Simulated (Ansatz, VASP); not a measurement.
Two plane-wave programs on Pt

```
Pt
1.0
     0.00000    1.96090    1.96090
     1.96090    0.00000    1.96090
     1.96090    1.96090    0.00000
Pt
1
Direct
  0.00000 0.00000 0.00000
```

Alike in both runs: task single point; functional PBEsol; k mesh 8 × 8 × 8; occupations gaussian, width 0.1 eV; no spin polarisation.

|  | VASP | Ansatz |
| --- | --- | --- |
| version | VASP 6.6.1 | Ansatz 0.2.0 |
| potentials or method | VASP PAW PBE potentials, release 64 (Pt), cutoff 520 eV | scalar-relativistic, plane waves, PAW |
| valence electrons in the cell | 10 | 18 |

Ansatz gave:

```
gap on the k mesh at the Fermi level (eV) : none
pressure (GPa)                            : -1.4
```

Q: Which values does VASP return?

A: gap on the k mesh at the Fermi level (eV): none; pressure (GPa): -1.9.

VASP's potentials were made for PBE, not for PBEsol. A gap of «none» marks a metal or a gap that the smearing closes. The functional is the same, so the differences come from potentials, cutoffs and numerics. VASP's potentials hold 10 valence electrons a cell and Ansatz's 18, so a difference there can come from the potentials and not from the codes.

Spin-orbit coupling is off throughout.
